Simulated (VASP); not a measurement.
# H2CO in VASP: a series of runs, part 2 of 2

VASP 6.6.1.

## (3) Single point, PBE+D3(BJ)

This run uses another cell than the first one, of 13.91 Å³/atom.

File INCAR:

```
SYSTEM = H2CO
PREC = Accurate
ENCUT = 1000
EDIFF = 1E-6
ISMEAR = -1
SIGMA = 0.02
LREAL = Auto
LASPH = .TRUE.
NELM = 120
ALGO = Normal
ISIF = 2
LWAVE = .FALSE.
LCHARG = .FALSE.
GGA = PE
IVDW = 12
NBANDS = 86
GGA_COMPAT = .FALSE.
```

File KPOINTS:

```
regular mesh
0
G
  1 1 1
  0 0 0
```

File POSCAR:

```
H2CO
1.0
    8.2625860000     -0.0036300000      0.0580830000
   -0.0036300000      8.1552410000      0.1769840000
    0.0580830000      0.1769840000      8.2602630000
O C H
10 10 20
Direct
    0.5253314581      0.4195889912      0.4670343589
   -0.0104358356      0.7557217223      0.6795492457
    0.3836693559      0.6707054126      0.0832190459
    0.6623593292      0.8678506236      0.3382982489
    0.0891847724      0.0855214159      0.2688151647
    0.4977762320      0.4967653979      0.8089171175
    0.4453900934      0.1393339193      0.9577988658
    0.8755298630      0.4293989803      0.4651607158
    0.7727216466      0.4599507333     -0.0277092766
    0.5142913401      0.0272762212      0.5685413360
    0.5403718201      0.3629426868      0.3400107884
   -0.0681683211      0.8938512076      0.6971281736
    0.2902791829      0.7328486173     -0.0051042885
    0.6698091561      0.8576477495      0.1955392395
    0.1914530681      0.1191602196      0.3690427749
    0.5244751040      0.6104134984      0.7126895947
    0.3245353098      0.1677495503      0.8833569862
    1.0236734430      0.4514128664      0.4347015489
    0.8400724468      0.3297661591      0.0176680498
    0.6005729018      0.0460865073      0.6900821862
    0.5102106830      0.2271938186      0.3058565765
    0.5893645895      0.4399117050      0.2155755335
   -0.0114896008      0.9923832334      0.7770977021
   -0.1925958461      0.9328192332      0.6426299581
    0.3219299876      0.7861457157     -0.1380868712
    0.1586003637      0.7392355575      0.0470753957
    0.5571278061      0.8669032210      0.1193197294
    0.7800218014      0.7918530513      0.1270115338
    0.2939908035      0.0300211524      0.3595661383
    0.1810466568      0.2249334260      0.4614592356
    0.4298414239      0.6705277005      0.6392969384
    0.6500066813      0.6725962065      0.7163097464
    0.3136525267      0.1464746010      0.7498016055
    0.2050217029      0.1790910339      0.9476206117
    1.0795890725      0.4254582326      0.3158731057
    1.0959561518      0.5287023610      0.5197257908
    0.9065479056      0.2573652615     -0.0722379609
    0.8163825300      0.2711391731      0.1455395256
    0.6031626590     -0.0401006976      0.8069674882
    0.6823911062      0.1599437927      0.6949605824
```

Potentials or basis: VASP PAW PBE potentials, release 64 (O_h, C_h, H_h).

Command:

```console
$ cat potpaw_PBE.64/O_h/POTCAR potpaw_PBE.64/C_h/POTCAR potpaw_PBE.64/H_h/POTCAR > POTCAR
$ mpirun -np 1 vasp_gam > vasp.out
```

Wall time 4 min (1 thread of Intel Xeon Platinum 8488C (Sapphire Rapids), shared host); peak memory 1.1 GiB.

It converged, with:

```yaml
Free_energy: -222.5698 eV
Pressure: -2.2 GPa
Largest_force: 5.816 eV/Å
Band_gap_on_the_k_mesh: 2.16 eV
Dispersion_energy_per_atom: -0.040 eV
```

Forces on the atoms (eV/Å):
```
O   -0.571  0.798  2.459
O   -0.701  2.551  0.402
O    2.534 -1.240  1.600
O    0.447  0.529  1.417
O   -0.102  1.341  0.935
O   -0.485 -0.118 -0.486
O    1.034  0.235  0.427
O    3.066 -0.181 -0.695
O    1.599 -1.874  0.968
O    1.234  0.257  2.920
C    0.958 -1.053 -5.639
C   -0.013 -1.311  0.013
C   -3.196  1.377 -1.754
C    0.189 -2.404 -2.441
C   -0.426 -1.336 -1.188
C    1.336  0.398  1.340
C   -1.710 -1.150 -0.548
C   -2.881  1.358  1.039
C   -2.195  1.519  0.013
C   -0.631  0.118 -1.228
H    0.167  1.160  0.861
H   -0.701 -0.889  2.103
H   -0.237 -0.897 -0.714
H    1.340 -0.474  0.220
H   -0.491 -0.483  1.465
H    0.682  0.343 -1.178
H    0.684  0.601  0.128
H   -0.919  1.218  0.810
H    0.460  0.937  1.164
H    0.214 -1.198 -0.974
H   -0.105  0.037 -0.460
H   -0.919 -0.482 -0.547
H    0.292  0.559  0.234
H    0.163  0.586  0.045
H   -0.026 -0.277 -0.028
H   -0.136 -0.770 -0.401
H    0.353 -0.084  0.103
H    0.495  0.478 -0.959
H   -0.186  0.610 -1.420
H   -0.617 -0.788 -0.008
```

Stress tensor (GPa, compression positive):
```
-1.56 -0.84  0.42
-0.84 -3.16  0.20
 0.42  0.20 -2.04
```

Levels at points of the mesh, in eV from the valence-band top:
| k point | band 58 | band 59 | band 60 | band 61 | band 62 | band 63 |
| --- | --- | --- | --- | --- | --- | --- |
| (0.00, 0.00, 0.00) | -0.25 | -0.14 | 0.00 | 2.16 | 2.36 | 2.52 |

Caveat: the k points lie up to 0.77 Å⁻¹ apart; the atoms stand as in a frame of molecular dynamics.

## (4) Single point, PBE+D3(BJ)

This run uses another cell than the first one, of 14.88 Å³/atom.

File INCAR:

```
PREC     = Accurate       # precision mode
ENCUT    = 1000           # plane-wave cutoff, eV
EDIFF    = 1E-6           # SCF threshold, eV
ISMEAR   = -1             # smearing method
SIGMA    = 0.02           # smearing width, eV
LREAL    = Auto         
LASPH    = True           # aspherical terms in the spheres
NELM     = 120            # most SCF steps
ALGO     = Normal         # electronic algorithm
ISIF     = 2              # what is computed and relaxed
LWAVE    = False          # write WAVECAR
LCHARG   = False          # write CHGCAR
GGA      = PE             # functional
IVDW     = 12             # dispersion correction
NBANDS   = 86             # bands
GGA_COMPAT= False
```

File KPOINTS:

```
Automatic mesh
0
Gamma
  1 1 1
```

File POSCAR:

```
H2CO
1.0
    8.5534570000     -0.0435050000      0.0499380000
   -0.0435050000      8.2802610000      0.3225680000
    0.0499380000      0.3225680000      8.4146890000
O C H
10 10 20
Direct
    0.5021162802      0.3895994973      0.4769817383
   -0.0393595030      0.7628278571      0.6797757681
    0.3367150959      0.6402231320      0.0996197989
    0.6558613115      0.8527314049      0.3267362269
    0.1051607991      0.1163966000      0.2758512717
    0.4892343090      0.4931919671      0.8132422566
    0.4664014500      0.1368607414      0.9673871427
    0.8542487025      0.4113241461      0.4708861517
    0.7741484270      0.4325756928     -0.0045271430
    0.5499686970      0.0362231138      0.5595395440
    0.5263978613      0.3900658310      0.3253703124
   -0.0471918789      0.8993878843      0.7145175439
    0.2996627186      0.7564360191      0.0091427490
    0.6778042088      0.8794836579      0.1820814208
    0.1844407823      0.1159060809      0.3912089684
    0.5345043310      0.5996527005      0.7194537018
    0.3548751014      0.1858724228      0.8806411920
    0.9946983058      0.4205598289      0.4623186446
    0.8456731621      0.3090826920      0.0043576878
    0.6072459976      0.0365121068      0.6875711880
    0.4912273108      0.2689648305      0.2665231767
    0.5743505910      0.4934732851      0.2740492714
   -0.0050943904      0.9420241568      0.8381875498
   -0.1046423386      0.9934499847      0.6442746077
    0.3879026354      0.8135952747     -0.0883705723
    0.1845477072      0.7959714216      0.0362020684
    0.5891406813      0.9451511743      0.1027137151
    0.7596755607      0.8105019062      0.1103096434
    0.1548749850      0.0096870066      0.4706818202
    0.2853292180      0.2028535936      0.4179972845
    0.5006200675      0.7221497529      0.7446214154
    0.6124425889      0.5766256045      0.6244692910
    0.3875289872      0.2282855809      0.7533148229
    0.2333765812      0.1453148907      0.9300607196
    1.0802926394      0.4103634604      0.3567668663
    1.0698322931      0.4734932560      0.5573873191
    0.9298732121      0.2954625357     -0.0956473576
    0.8392677915      0.2053960503      0.0920098713
    0.6081966306     -0.0770949238      0.7782101314
    0.6616220707      0.1589456428      0.7200728558
```

Command:

```console
$ cat potpaw_PBE.64/O_h/POTCAR potpaw_PBE.64/C_h/POTCAR potpaw_PBE.64/H_h/POTCAR > POTCAR
$ mpirun -np 1 vasp_gam > vasp.out
```

Run time: 2.6 min. Hardware: 1 thread of AMD EPYC 9R45 (Zen 5), shared host; peak memory 1.2 GiB.

The run converged. Its results:

* Free energy: -222.1980 eV
* Pressure: -0.3 GPa
* Largest force: 7.648 eV/Å
* Band gap on the k mesh: 2.08 eV
* Dispersion energy per atom: -0.037 eV

Forces on the atoms (eV/Å):
```
O    0.174 -0.322 -4.178
O    0.326 -0.949 -0.296
O    0.360  0.656 -0.734
O    0.800  0.433 -1.746
O   -0.776  1.119 -2.473
O   -0.685 -1.414  0.715
O   -2.038  1.188 -1.226
O    0.120 -0.607 -0.366
O   -0.908  0.816  0.987
O   -0.987 -0.661 -1.000
C   -2.533 -4.262  5.824
C    0.468  0.475  2.523
C    2.085 -1.614  0.690
C   -1.890 -1.137  0.699
C    1.124 -0.592  1.157
C    0.085  0.447  0.827
C    2.061 -2.491  1.303
C    1.985  1.841  0.082
C    1.034 -0.059 -1.739
C    1.117  1.087  1.314
H    0.719  1.988  0.337
H    1.443  2.582 -2.237
H   -0.159 -0.562 -1.142
H   -0.550  1.002 -1.080
H   -1.344 -0.364  0.989
H   -1.264  1.333 -0.673
H    0.505  0.365  0.626
H    0.764  0.076  0.343
H    0.676 -0.296  1.526
H   -0.904 -0.510 -0.281
H   -0.074  0.925 -0.506
H    0.782  0.083 -1.182
H   -0.913  0.346  0.759
H    0.611  1.068 -0.726
H   -1.389 -0.465  0.082
H   -0.691 -0.536  0.210
H    0.396 -0.457 -0.023
H   -0.435 -0.245  0.892
H    0.101  0.956 -0.540
H   -0.196 -1.245  0.264
```

Stress tensor (GPa, compression positive):
```
-0.40 -1.19  0.21
-1.19  0.79 -0.37
 0.21 -0.37 -1.24
```

Levels at points of the mesh, in eV from the valence-band top:
```
           k point  band 57  band 58  band 59  band 60  band 61  band 62  band 63  band 64
(0.00, 0.00, 0.00)    -0.65    -0.49    -0.38     0.00     2.08     2.26     2.44     2.65
```

Caveat: the k points lie up to 0.76 Å⁻¹ apart; the atoms stand as in a frame of molecular dynamics.

## (5) Overview

```tsv
cell	gap on the mesh (eV)	pressure (GPa)	largest force (eV/Å)
a = 8.240, b = 8.133, c = 8.198 Å, angles 88.6, 88.8, 90.5°, 40 atoms, atomic positions A	2.45	1.1	5.89
a = 8.263, b = 8.157 Å, angles 87.5, 89.2, 90.0°, 40 atoms, atomic positions B	2.16	-2.2	5.82
a = 8.554, b = 8.287, c = 8.421 Å, angles 85.6, 89.3, 90.6°, 40 atoms, atomic positions C	2.08	-0.3	7.65
```

Alike in all rows: task single point; level PBE+D3(BJ); potentials or basis VASP PAW PBE potentials, release 64 (O_h, C_h, H_h); no spin polarisation; k mesh 1 × 1 × 1; cutoff (eV) 1000; smearing fermi-dirac 0.02 eV.

Caveats: all runs use coarse meshes; the atoms stand as in a frame of molecular dynamics.

Absolute energies hang on the potentials; compare differences alone.
